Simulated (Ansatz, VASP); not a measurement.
Si: VASP beside Ansatz

```
CELL_PARAMETERS angstrom
-2.22058 2.33649 1.25777
2.22058 -2.33649 1.25777
2.22058 2.33649 -1.25777
ATOMIC_POSITIONS crystal
Si 0.80700 0.55700 0.25000
Si 0.19300 0.44300 0.75000
```

Change from the starting cell: volume scaled by 0.96, crystal datasets.

Alike in both runs: task electric field gradients; functional LDA; k mesh 16 × 16 × 16; occupations fermi-dirac, width 0.05 eV; no spin polarisation.

```csv
,VASP,Ansatz
version,VASP 6.6.1,Ansatz 0.2.0
potentials or method,"VASP PAW LDA potentials, release 64 (Si), cutoff 520 eV","all-electron PAW with datasets made for the crystal, scalar-relativistic"
```

```tsv
	VASP	Ansatz	Ansatz less VASP
pressure (GPa)	18.2	18.0	-0.22
traceless stress, the component that is largest in VASP (GPa)	2.26	2.20	-0.056
rms of the force components (eV/Å)	0.014	0.014	-0.0001
size of Vzz on the site where it differs most (V/Å²)	27.6	26.8	-0.87
```

LDA's correlation is that of Perdew and Zunger in VASP and of Perdew and Wang (1992) in Ansatz. Atom by atom the forces differ by 0.000 eV/Å (rms over components). Ansatz ran all-electron here, and VASP with PAW potentials.
